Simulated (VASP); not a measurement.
Write the native input for VASP 6.6.1 that does the following.

* Task: relaxation of cell and atoms
* Functional: LDA
* Potentials or basis: VASP PAW LDA potentials, release 64 (Hg)
* Cutoff: 600 eV
* k mesh: 16 × 16 × 16
* Occupations: fermi-dirac, width 0.05 eV
* Spin: no spin polarisation
* Dipole correction: no
* Further INCAR settings: ALGO = Normal; EDIFF = 1e-06; IBRION = 2; EDIFFG = -0.005; NSW = 60; ISIF = 3

The structure of Hg lies in POSCAR:

```
Hg
1.0
    0.0000000000      2.2470248744      2.2470248744
    2.2470248744      0.0000000000      2.2470248744
    2.2470248744      2.2470248744      0.0000000000
Hg
1
Direct
    0.0000000000      0.0000000000      0.0000000000
```

One way to write it, as run:

INCAR

```
PREC = Accurate
ENCUT = 600
EDIFF = 1E-6
ISMEAR = -1
SIGMA = 0.05
LREAL = False
LASPH = True
NELM = 100
ALGO = Normal
ISIF = 3
LWAVE = False
LCHARG = False
IBRION = 2
NSW = 60
EDIFFG = -0.005
```

KPOINTS

```
Automatic mesh
0
Gamma
  16 16 16
```

Potentials or basis: VASP PAW LDA potentials, release 64 (Hg).

Launch:

```sh
$ cat potpaw_LDA.64/Hg/POTCAR > POTCAR
$ mpirun -np 1 vasp_std > vasp.out
```

It gave:

* Relaxed volume: 22.23 Å³/atom
* Relaxed cell: a = 3.156 Å, b = 3.156 Å, c = 3.156 Å, α = 60.00°, β = 60.00°, γ = 60.00°
* Space group after relaxing (to 0.1 Å): Fm-3m (No. 225)
* Energy gained by relaxing: 1.5 meV/atom
* Ionic steps: 2
* Pressure after relaxing: 0.0 GPa
* Band gap on the k mesh: zero (bands 6 and 7 overlap by 2.08 eV)

Caveat: spin-orbit coupling is left out, which moves the levels of the heavy elements.

It took 23 s on 1 thread of Intel(R) Xeon(R) 6975P-C (Granite Rapids), with other jobs on the host, peak memory 0.18 GiB.
